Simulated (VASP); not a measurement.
Input of a VASP 6.6.1 run:

Contents of INCAR:

```
  ALGO = Normal
  EDIFF = 1E-7
  ENCUT = 520
  GGA = PS
  ISIF = 2
  ISMEAR = 0
  LASPH = T
  LCHARG = F
  LREAL = F
  LWAVE = F
  NBANDS = 13
  NELM = 80
  PREC = Accurate
  SIGMA = 0.1
```

The input KPOINTS:

```
k-points
0
Gamma
  10 10 10
```

File POSCAR:

```
Pb
1.0
   -1.9601691733      1.9601691733      1.9601691733
    1.9601691733     -1.9601691733      1.9601691733
    1.9601691733      1.9601691733     -1.9601691733
Pb
1
Direct
    0.0000000000      0.0000000000      0.0000000000
```

Potentials or basis: VASP PAW PBE potentials, release 64 (Pb_d).

Run with:

```bash
$ cat potpaw_PBE.64/Pb_d/POTCAR > POTCAR
$ mpirun -np 1 vasp_std > vasp.out
```

(1) Estimate the band gap on the k mesh.

(2) Estimate the pressure.

## Answers

(1) zero (bands 7 and 8 overlap by 9.59 eV).

(2) -0.3 GPa.

Caveat: the PAW data sets were made with another functional, which shifts forces and pressure a little; spin-orbit coupling is left out, which moves the levels of the heavy elements.
